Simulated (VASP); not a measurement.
Input of a VASP 6.6.1 run:

The input INCAR:

```
ALGO = Normal
EDIFF = 1E-6
ENCUT = 520
GGA = VW
ISIF = 2
ISMEAR = -1
LASPH = T
LCHARG = T
LELF = T
LREAL = F
LVHAR = T
LWAVE = F
NBANDS = 11
NELM = 100
PREC = Accurate
SIGMA = 0.05
```

The input KPOINTS:

```
k-points
0
Gamma
  10 10 10
```

Contents of POSCAR:

```
AlN
1.0
    0.0000000000      2.1544765148      2.1544765148
    2.1544765148      0.0000000000      2.1544765148
    2.1544765148      2.1544765148      0.0000000000
Al N
1 1
Direct
    0.0000000000      0.0000000000      0.0000000000
    0.2500000000      0.2500000000      0.2500000000
```

Potentials or basis: VASP PAW PBE potentials, release 64 (Al, N).

The run is started by

```console
$ cat potpaw_PBE.64/Al/POTCAR potpaw_PBE.64/N/POTCAR > POTCAR
$ mpirun -np 1 vasp_std > vasp.out
```

Question: Predict the band gap on the k mesh.

Answer: 3.25 eV, indirect (least direct gap 4.59 eV).

Question: Estimate the pressure.

Answer: 6.0 GPa.

Caveat: the PAW data sets were made with another functional, which shifts forces and pressure a little. A k mesh can miss the band edges.
